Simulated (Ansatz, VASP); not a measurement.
PIr2 in VASP and in Ansatz

The input INCAR:

```
SYSTEM = PIr2
PREC     = Accurate       ! precision mode
ENCUT    = 520            ! plane-wave cutoff, eV
EDIFF    = 1E-8           ! SCF threshold, eV
ISMEAR   = -1             ! smearing method
SIGMA    = 0.05           ! smearing width, eV
LREAL    = .False.        ! projectors in reciprocal space
LASPH    = .True.         ! aspherical terms in the spheres
NELM     = 60             ! most SCF steps
ALGO     = Normal         ! electronic algorithm
ISIF     = 2              ! what is computed and relaxed
LWAVE    = .False.        ! write WAVECAR
LCHARG   = .False.        ! write CHGCAR
LEFG     = .True.       
NBANDS   = 18             ! bands
```

KPOINTS

```
Automatic mesh
0
Gamma
  11 11 11
  0 0 0
```

The input POSCAR:

```
PIr2
1.0
    0.0000000000      2.7675000000      2.7675000000
    2.7675000000      0.0000000000      2.7675000000
    2.7675000000      2.7675000000      0.0000000000
P Ir
1 2
Direct
    0.0000000000      0.0000000000      0.0000000000
    0.2500000000      0.2500000000      0.2500000000
    0.7500000000      0.7500000000      0.7500000000
```

Input for Ansatz:

```yaml
crystal:
  lattice:
    - [0.0, 2.7675, 2.7675]
    - [2.7675, 0.0, 2.7675]
    - [2.7675, 2.7675, 0.0]
  atoms:
    - { symbol: P, position: [0.0, 0.0, 0.0] }
    - { symbol: Ir, position: [0.25, 0.25, 0.25] }
    - { symbol: Ir, position: [0.75, 0.75, 0.75] }
kpoints:
  mp_grid: { grid: [11, 11, 11] }
  band_path:
    path:
      - [0.0, 0.0, 0.0]
      - [0.5, 0.0, 0.5]
      - [0.625, 0.25, 0.625]
      - [0.375, 0.375, 0.75]
      - [0.0, 0.0, 0.0]
      - [0.5, 0.5, 0.5]
      - [0.5, 0.25, 0.75]
      - [0.5, 0.0, 0.5]
    npoints: 14
scf:
  occupations: { method: fermi_dirac, width: 0.05 }
hamiltonian:
  xc: lda
  pseudopotentials: { kind: paw }
output:
  forces: true
  stress: true
  eigenvalues: true
  efg: { contact_densities: true }
  populations: true
  bader: true
  dos: { projected: true, de: 0.2, e_range: [-14, 8] }
  write_density: true
  write_potential: true
  elf: true
  volumetric_format: npy
```

Alike in both runs: task electric field gradients; functional LDA; k mesh 11 × 11 × 11; occupations fermi-dirac, width 0.05 eV; no spin polarisation.

|  | VASP | Ansatz |
| --- | --- | --- |
| version | VASP 6.6.1 | Ansatz 0.2.0 |
| potentials or method | VASP PAW LDA potentials, release 64 (P, Ir) | PAW with Ansatz's default frozen-core files, scalar-relativistic |
| plane-wave cutoff (eV) | 520 | 420 |
| valence electrons in the cell | 23 | 39 |

Ansatz gave:

```
pressure (GPa) : -4.9
```

**Question.** Estimate VASP's values.

**Answer.** Pressure (GPa): -2.9.

LDA's correlation is that of Perdew and Zunger in VASP and of Perdew and Wang (1992) in Ansatz. VASP's potentials hold 23 valence electrons a cell and Ansatz's 39, so a difference there can come from the potentials and not from the codes.

Spin-orbit coupling is off throughout.
